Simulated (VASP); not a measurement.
# Y (Fd-3m) in VASP: further runs

Runs on Y. Level: LDA. Tasks: single point, relaxation of cell and atoms.

All numbers are computed with VASP 6.6.1; they aren't measurements. Logs are shortened: lines on timing, memory, paths and dates and some standing lists are left out, and cuts for length are marked.

## Step 1: The cell of the first run

Symmetry: Fd-3m, No. 227, cubic system. Conventional cell: a = 6.591 Å, b = 6.591 Å, c = 6.591 Å, α = 90.00°, β = 90.00°, γ = 90.00°. Within 3.8 Å of Y (site symmetry -43m) lie 4 Y at 2.85 Å.

## Step 2: Single point, LDA

File INCAR:

```
  ALGO = Normal
  EDIFF = 1E-6
  ENCUT = 520
  GGA = CA
  ISIF = 2
  ISMEAR = 1
  LASPH = T
  LCHARG = F
  LREAL = F
  LWAVE = F
  NBANDS = 18
  NELM = 100
  PREC = Accurate
  SIGMA = 0.1
```

File KPOINTS:

```
k-points
0
Gamma
  5 5 5
```

File POSCAR:

```
Y
1.0
    0.0000000000      3.2953099588      3.2953099588
    3.2953099588      0.0000000000      3.2953099588
    3.2953099588      3.2953099588      0.0000000000
Y
2
Direct
    0.0000000000      0.0000000000      0.0000000000
    0.2500000000      0.2500000000      0.2500000000
```

Potentials or basis: VASP PAW LDA potentials, release 64 (Y_sv).

On the command line:

```console
cat potpaw_LDA.64/Y_sv/POTCAR > POTCAR
mpirun -np 1 vasp_std > vasp.out
```

OUTCAR:

```text
EDIFF = 1E-6
   ENCUT = 520
   GGA = CA
   ISIF = 2
   ISMEAR = 1
   LASPH = T
   LREAL = F
   NELM = 100
   PREC = Accurate

 ion  position               nearest neighbor table
   1  0.000  0.000  0.000-   2 2.85   2 2.85   2 2.85   2 2.85
   2  0.250  0.250  0.250-   1 2.85   1 2.85   1 2.85   1 2.85

  LATTYP: Found a face centered cubic cell.
 ALAT       =     6.5906199176

  Lattice vectors:

 A1 = (   0.0000000000,   3.2953099588,   3.2953099588)
 A2 = (   3.2953099588,   0.0000000000,   3.2953099588)
 A3 = (   3.2953099588,   3.2953099588,   0.0000000000)

Analysis of symmetry for initial positions (statically):
=====================================================================
 Subroutine PRICEL returns:
 Original cell was already a primitive cell.

 Routine SETGRP: Setting up the symmetry group for a
 face centered cubic supercell.

 Subroutine GETGRP returns: Found 48 space group operations
 (whereof 24 operations were pure point group operations)
 out of a pool of 48 trial point group operations.

The static configuration has the point symmetry T_d .
 The point group associated with its full space group is O_h .

Analysis of symmetry for dynamics (positions and initial velocities):
=====================================================================
 Subroutine PRICEL returns:
 Original cell was already a primitive cell.

 Routine SETGRP: Setting up the symmetry group for a
 face centered cubic supercell.

 Subroutine GETGRP returns: Found 48 space group operations
 (whereof 24 operations were pure point group operations)
 out of a pool of 48 trial point group operations.

The dynamic configuration has the point symmetry T_d .
 The point group associated with its full space group is O_h .

 Subroutine INISYM returns: Found 48 space group operations
 (whereof 24 operations are pure point group operations),
 and found     1 'primitive' translations

----------------------------------------------------------------------------------------

                                     Primitive cell

  volume of cell :      71.5680

  direct lattice vectors                    reciprocal lattice vectors
     0.000000000  3.295309959  3.295309959    -0.151730795  0.151730795  0.151730795
     3.295309959  0.000000000  3.295309959     0.151730795 -0.151730795  0.151730795
     3.295309959  3.295309959  0.000000000     0.151730795  0.151730795 -0.151730795

  length of vectors
     4.660272036  4.660272036  4.660272036     0.262805446  0.262805446  0.262805446

  position of ions in fractional coordinates (direct lattice)
     0.000000000  0.000000000  0.000000000
     0.250000000  0.250000000  0.250000000

  ion indices of the primitive-cell ions
   primitive index   ion index
                 1           1
                 2           2

----------------------------------------------------------------------------------------

 KPOINTS: k-points

Automatic generation of k-mesh.
 Grid dimensions read from file:
 generate k-points for:    5    5    5

 Generating k-lattice:

  Cartesian coordinates                     Fractional coordinates (reciprocal lattice)
    -0.030346159  0.030346159  0.030346159     0.200000000  0.000000000  0.000000000
     0.030346159 -0.030346159  0.030346159     0.000000000  0.200000000  0.000000000
     0.030346159  0.030346159 -0.030346159     0.000000000  0.000000000  0.200000000

  Length of vectors
     0.052561089  0.052561089  0.052561089

  Shift w.r.t. Gamma in fractional coordinates (k-lattice)
     0.000000000  0.000000000  0.000000000

 Subroutine IBZKPT returns following result:
 ===========================================

 Found     10 irreducible k-points:

 Following reciprocal coordinates:
            Coordinates               Weight
  0.000000  0.000000  0.000000      1.000000
  0.200000  0.000000  0.000000      8.000000
  0.400000  0.000000  0.000000      8.000000
  0.200000  0.200000  0.000000      6.000000
  0.400000  0.200000  0.000000     24.000000
 -0.400000  0.200000  0.000000     24.000000
 -0.200000  0.200000  0.000000     12.000000
  0.400000  0.400000  0.000000      6.000000
 -0.400000  0.400000  0.000000     12.000000
 -0.400000  0.400000  0.200000     24.000000
   k-points           NKPTS =     10   k-points in BZ     NKDIM =     10   number of bands    NBANDS=     18
   number of dos      NEDOS =    301   number of ions     NIONS =      2
   total plane-waves  NPLWV =  46656
   dimension x,y,z NGX =    36 NGY =   36 NGZ =   36
   dimension x,y,z NGXF=    72 NGYF=   72 NGZF=   72
   ions per type =               2
   NGX,Y,Z   is equivalent  to a cutoff of  12.84, 12.84, 12.84 a.u.
   NGXF,Y,Z  is equivalent  to a cutoff of  25.68, 25.68, 25.68 a.u.
 SYSTEM =  unknown system
   PREC   = accura    normal or accurate (medium, high low for compatibility)
   ISTART =      0    job   : 0-new  1-cont  2-samecut
   ICHARG =      2    charge: 1-file 2-atom 10-const
   ISPIN  =      1    spin polarized calculation?
   LNONCOLLINEAR =      F non collinear calculations
   LSORBIT =      F    spin-orbit coupling
   LASPH  =      T    aspherical Exc in radial PAW
   ENCUT  =  520.0 eV  38.22 Ry    6.18 a.u.   8.67  8.67  8.67*2*pi/ulx,y,z
   NELM   =    100;   NELMIN=  2; NELMDL= -5     # of ELM steps
   EDIFF  = 0.1E-05   stopping-criterion for ELM
   LREAL  =      F    real-space projection
   EDIFFG = 0.1E-04   stopping-criterion for IOM
   NSW    =      0    number of steps for IOM
   IBRION =     -1    ionic relax: 0-MD 1-quasi-New 2-CG
   NFREE  =      0    steps in history (QN), initial steepest desc. (CG)
   ISIF   =      2    stress and relaxation
   ISYM   =      2    0-nonsym 1-usesym 2-fastsym
   POTIM  = 0.5000    time-step for ionic-motion
   TEBEG  =    0.0;   TEEND  =   0.0 temperature during run
   PSTRESS=    0.0 pullay stress
   NELECT =      22.0000    total number of electrons
   NUPDOWN=      -1.0000    fix difference up-down
   EMIN   =  10.00;   EMAX   =-10.00  energy-range for DOS
   EFERMI =   0.00;   METHOD = LEGACY
   ISMEAR =     1;   SIGMA  =   0.10  broadening in eV -4-tet -1-fermi 0-gaus
   EFERMI_NEDOS =   21; number of points for ismear=-14 and -15
   IALGO  =     38    algorithm
   IMIX   =      4    mixing-type and parameters
     AMIX     =   0.40;   BMIX     =  1.00
     AMIX_MAG =   1.60;   BMIX_MAG =  1.00
  volume/ion in A,a.u.               =      35.78       241.48
  Fermi-wavevector in a.u.,A,eV,Ry     =   1.104866  2.087893 16.609013  1.220728
  Thomas-Fermi vector in A             =   2.241345
   LORBIT       =      0    0 simple, 1 ext, 2 COOP (PROOUT), +10 PAW based schemes
   GGA     = CA    functional components
   LHFCALC =     F    Hartree Fock is set to
   AEXX    =    0.0000 exact exchange contribution
   IVDW    =     0    specifies the selected vdW correction
   LEPSILON=     F    determine dielectric tensor
   LRPA    =     F    only Hartree local field effects (RPA)
 non-spin polarized calculation
 Methfessel and Paxton  Order N= 1 SIGMA  =   0.10
  energy-cutoff  :      520.00
  volume of cell :       71.57
 maximum number of plane-waves:      1937
   NGX = 17   NGY = 17   NGZ = 17

 number of electron      22.0000001 magnetization

 Free energy of the ion-electron system (eV)
  ---------------------------------------------------
  ext. energy  EPLUGINS =         0.00000000
  ---------------------------------------------------
  free energy    TOTEN  =       -10.01924542 eV

  energy without entropy =      -10.01989816  energy(sigma->0) =      -10.01946300

 E-fermi :   1.8875     XC(G=0):  -9.0858

 val. band max:        1.7416717312   @ k =   0.0000   0.0000   0.0000
 cond. band min:       1.9030298896   @ k =   0.4000   0.2000   0.0000
 fundamental gap:      0.1613581584
 Fermi energy:         1.8875304170

 k-point     1 :       0.0000    0.0000    0.0000
  band No.  band energies     occupation
      1     -40.9139      2.00000
      2     -40.3533      2.00000
      3     -21.3382      2.00000
      4     -21.3382      2.00000
      5     -21.3382      2.00000
      6     -20.3510      2.00000
[... 10 lines left out ...]
     17       4.4394      0.00000
     18       8.0865      0.00000

 k-point     2 :       0.2000    0.0000    0.0000
  band No.  band energies     occupation
      1     -40.8760      2.00000
      2     -40.3936      2.00000
      3     -21.3831      2.00000
      4     -21.3831      2.00000
      5     -21.3415      2.00000
      6     -20.3508      2.00000
[... 10 lines left out ...]
     17       4.4403      0.00000
     18       7.8932      0.00000

 k-point     3 :       0.4000    0.0000    0.0000
  band No.  band energies     occupation
      1     -40.7955      2.00000
      2     -40.4779      2.00000
      3     -21.4479      2.00000
      4     -21.4479      2.00000
      5     -21.3515      2.00000
      6     -20.3444      2.00000
[... 10 lines left out ...]
     17       5.2686      0.00000
     18       7.2391      0.00000

 k-point     4 :       0.2000    0.2000    0.0000
  band No.  band energies     occupation
      1     -40.8619      2.00000
      2     -40.4085      2.00000
      3     -21.4340      2.00000
      4     -21.4340      2.00000
      5     -21.2467      2.00000
      6     -20.4537      2.00000
[... 10 lines left out ...]
     17       4.5080      0.00000
     18       7.1255      0.00000

 k-point     5 :       0.4000    0.2000    0.0000
  band No.  band energies     occupation
      1     -40.7874      2.00000
      2     -40.4864      2.00000
      3     -21.5224      2.00000
      4     -21.4962      2.00000
      5     -21.1738      2.00000
      6     -20.5263      2.00000
[... 10 lines left out ...]
     17       5.1970      0.00000
     18       6.4068      0.00000

 k-point     6 :      -0.4000    0.2000    0.0000
  band No.  band energies     occupation
      1     -40.7456      2.00000
      2     -40.5295      2.00000
      3     -21.5724      2.00000
      4     -21.4891      2.00000
      5     -21.1666      2.00000
      6     -20.5256      2.00000
[... 10 lines left out ...]
     17       5.1393      0.00000
     18       6.2710      0.00000

 k-point     7 :      -0.2000    0.2000    0.0000
  band No.  band energies     occupation
      1     -40.8196      2.00000
      2     -40.4529      2.00000
      3     -21.5104      2.00000
      4     -21.4212      2.00000
      5     -21.2541      2.00000
      6     -20.4378      2.00000
[... 10 lines left out ...]
     17       4.7119      0.00000
     18       6.6561      0.00000

 k-point     8 :       0.4000    0.4000    0.0000
  band No.  band energies     occupation
      1     -40.7243      2.00000
      2     -40.5513      2.00000
      3     -21.5605      2.00000
      4     -21.5605      2.00000
      5     -21.0081      2.00000
      6     -20.7086      2.00000
[... 10 lines left out ...]
     17       5.5241      0.00000
     18       5.5241      0.00000

 k-point     9 :      -0.4000    0.4000    0.0000
  band No.  band energies     occupation
      1     -40.6649      2.00000
      2     -40.6115      2.00000
      3     -21.6021      2.00000
      4     -21.5566      2.00000
      5     -20.9412      2.00000
      6     -20.7646      2.00000
[... 10 lines left out ...]
     17       5.3759      0.00000
     18       6.8041      0.00000

 k-point    10 :      -0.4000    0.4000    0.2000
  band No.  band energies     occupation
      1     -40.7079      2.00000
      2     -40.5679      2.00000
      3     -21.5914      2.00000
      4     -21.5447      2.00000
      5     -21.0144      2.00000
      6     -20.6826      2.00000
[... 10 lines left out ...]
     17       5.7251      0.00000
     18       5.8487      0.00000

------------------------ aborting loop because EDIFF is reached ----------------------------------------

  FORCE on cell =-STRESS in cart. coord.  units (eV):
  Direction    XX          YY          ZZ          XY          YZ          ZX
  --------------------------------------------------------------------------------------
  -------------------------------------------------------------------------------------
  Total       -0.0074715     -0.0074715     -0.0074715     -0.0000000     -0.0000000     -0.0000000
  in kB       -0.1672640     -0.1672640     -0.1672640     -0.0000000     -0.0000000     -0.0000000
  external PRESSURE =      -0.1672640 kB  Pullay stress =       0.0000000 kB

 VOLUME and BASIS-vectors are now :
 -----------------------------------------------------------------------------
  energy-cutoff  :      520.00
  volume of cell :       71.57
      direct lattice vectors                 reciprocal lattice vectors
     0.000000000  3.295309959  3.295309959    -0.151730795  0.151730795  0.151730795
     3.295309959  0.000000000  3.295309959     0.151730795 -0.151730795  0.151730795
     3.295309959  3.295309959  0.000000000     0.151730795  0.151730795 -0.151730795

 POSITION                                       TOTAL-FORCE (eV/Angst)
 -----------------------------------------------------------------------------------
      0.00000      0.00000      0.00000        -0.000000     -0.000000     -0.000000
      1.64765      1.64765      1.64765         0.000000      0.000000      0.000000
 -----------------------------------------------------------------------------------
    total drift:                                0.000000      0.000000      0.000000

  FREE ENERGIE OF THE ION-ELECTRON SYSTEM (eV)
  ---------------------------------------------------
  free  energy   TOTEN  =       -10.0192454158 eV

  energy  without entropy=      -10.0198981577  energy(sigma->0) =      -10.01946300
```

It used 27 s of CPU time on 1 thread of AMD EPYC 7R13 Processor (Zen 3) (shared host).

What came out:

| Item | Value |
| --- | --- |
| Free energy | -10.0192 eV |
| Pressure | 0.0 GPa |
| Band gap on the k mesh | zero (band 11 reaches 2.16 eV, above the bottom of band 12 at 1.70 eV) |

Levels at points of the mesh, in eV from the Fermi level:
```
           k point  band 7  band 8  band 9  band 10  band 11  band 12  band 13  band 14  band 15  band 16
(0.00, 0.00, 0.00)  -22.24  -22.24   -3.68    -0.15    -0.15     0.71     0.71     0.71     2.55     2.55
```

(Part 1 of 2 ends here.)
